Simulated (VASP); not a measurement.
Here is a VASP 6.6.1 calculation.

The input INCAR:

```
SYSTEM = BN
PREC = Accurate ; ENCUT = 520
EDIFF = 1E-6 ; ISMEAR = -1
SIGMA = 0.02 ; LREAL = .False.
LASPH = .True. ; NELM = 80
ALGO = Normal ; ISIF = 2
LWAVE = .False. ; LCHARG = .False.
NBANDS = 11
```

File KPOINTS:

```
regular mesh
0
Gamma
  11 11 11
  0 0 0
```

The input POSCAR:

```
BN
1.0
    0.0361500000      1.8255750000      1.8255750000
    1.8255750000      0.0361500000      1.8255750000
    1.8255750000      1.8255750000      0.0361500000
B N
1 1
Direct
    0.0000000000      0.0000000000      0.0000000000
    0.7500000000      0.7500000000      0.7500000000
```

Potentials or basis: VASP PAW LDA potentials, release 64 (B, N).

The run is started by

```sh
$ cat potpaw_LDA.64/B/POTCAR potpaw_LDA.64/N/POTCAR > POTCAR
$ mpirun -np 1 vasp_std > vasp.out
```

Q: Estimate the largest force.

A: 0.010 eV/Å.

Q: Estimate the band gap on the k mesh.

A: 4.38 eV, indirect (least direct gap 7.92 eV).

Forces on the atoms (eV/Å):
```
B   -0.006 -0.006 -0.006
N    0.006  0.006  0.006
```

Caveat: the cell differs from its parent crystal (equal xy, yz and zx shear strains of +2 %). A k mesh can miss the band edges.
